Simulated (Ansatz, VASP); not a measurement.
## CdS: VASP beside Ansatz

```
Cd S
1.0
     0.00000    2.89513    2.89513
     2.89513    0.00000    2.89513
     2.89513    2.89513    0.00000
Cd S
1 1
Direct
  0.00000 0.00000 0.00000
  0.25000 0.25000 0.25000
```

Change from the starting cell: hydrostatic strain -1.5%.

Alike in both runs: task single point; functional r2SCAN; k mesh 8 × 8 × 8; no spin polarisation.

|  | VASP | Ansatz |
| --- | --- | --- |
| version | VASP 6.6.1 | Ansatz 0.2.0 |
| potentials or method | VASP PAW PBE potentials, release 64 (Cd, S) | plane waves, PAW |
| plane-wave cutoff (eV) | 520 | 500 |
| occupations | gaussian, width 0.01 eV | fixed |
| valence electrons in the cell | 18 | 26 |

VASP gave:

| Property | Result |
| --- | --- |
| gap on the k mesh at the Fermi level (eV) | 1.64 |
| pressure (GPa) | 3.4 |

**Question.** Which values does Ansatz return?

**Answer.** gap on the k mesh at the Fermi level (eV): 1.65; pressure (GPa): 3.0.

VASP's potentials were made for PBE, not for r2SCAN. VASP's potentials hold 18 valence electrons a cell and Ansatz's 26, so a difference there can come from the potentials and not from the codes.
